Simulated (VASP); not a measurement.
Crystal: ZnSe5.

```
CELL_PARAMETERS angstrom
4.99566 0.00000 0.00000
-2.49783 4.32637 0.00000
0.00000 0.00000 8.38285
ATOMIC_POSITIONS crystal
Zn 0.00000 0.00000 0.00000
Se 0.33333 0.66667 0.76278
Se 0.33333 0.66667 0.23722
Se 0.66667 0.33333 0.23722
Se 0.66667 0.33333 0.76278
Se 0.00000 0.00000 0.50000
```

The cell was built from a structure type or drawn by symmetry, and may not be a known phase.

| Item | Value |
| --- | --- |
| Program | VASP 6.6.1 |
| Task | relaxation of cell and atoms |
| Functional | PBE |
| Potentials or basis | VASP PAW PBE potentials, release 64 (Zn, Se) |
| Cutoff | 600 eV |
| k mesh | 6 × 6 × 2 |
| Occupations | gaussian, width 0.1 eV |
| Spin | no spin polarisation |

At the start: pressure -7.6 GPa; volume 30.20 Å³/atom.

Problem. Where does the relaxation end?

Solution. Over 10 steps the energy falls by 267.4 meV/atom and the volume is 21.37 Å³/atom (-29.2 %); space group P6/mmm (No. 191, to 0.1 Å) before and after.

Step by step:
```tsv
step	energy change (eV)	largest force (eV/Å)	pressure (GPa)	volume (Å³)
1	0.0000	0.1076	-7.64	181.18
2	-1.2425	0.0881	-2.15	145.95
3	-1.2673	0.0770	-0.70	141.65
4	-1.4261	0.0710	-0.37	137.13
5	-1.5588	0.0804	2.63	123.13
6	-1.5771	0.0939	1.52	126.83
7	-1.5907	0.0709	-1.15	131.41
8	-1.5971	0.0726	-0.23	129.69
9	-1.6000	0.0581	-0.17	129.33
10	-1.6045	0.0326	0.06	128.22
```

Final structure:
```cif
data_structure
_symmetry_space_group_name_H-M 'P 1'
_symmetry_Int_Tables_number 1
_cell_length_a 4.6683
_cell_length_b 4.6683
_cell_length_c 6.7936
_cell_angle_alpha 90.000
_cell_angle_beta 90.000
_cell_angle_gamma 120.000
_cell_volume 128.22
loop_
_atom_site_label
_atom_site_type_symbol
_atom_site_fract_x
_atom_site_fract_y
_atom_site_fract_z
_atom_site_occupancy
Zn1 Zn 0.00000 0.00000 0.00000 1
Se1 Se 0.33333 0.66667 0.75649 1
Se2 Se 0.33333 0.66667 0.24351 1
Se3 Se 0.66667 0.33333 0.24351 1
Se4 Se 0.66667 0.33333 0.75649 1
Se5 Se 0.00000 0.00000 0.50000 1
```

Caveat: the k points lie up to 0.46 Å⁻¹ apart in the final cell, too coarse for converged energies and pressures of a metal; the volume moved by over 15 % at a fixed basis, so the end points are rough.
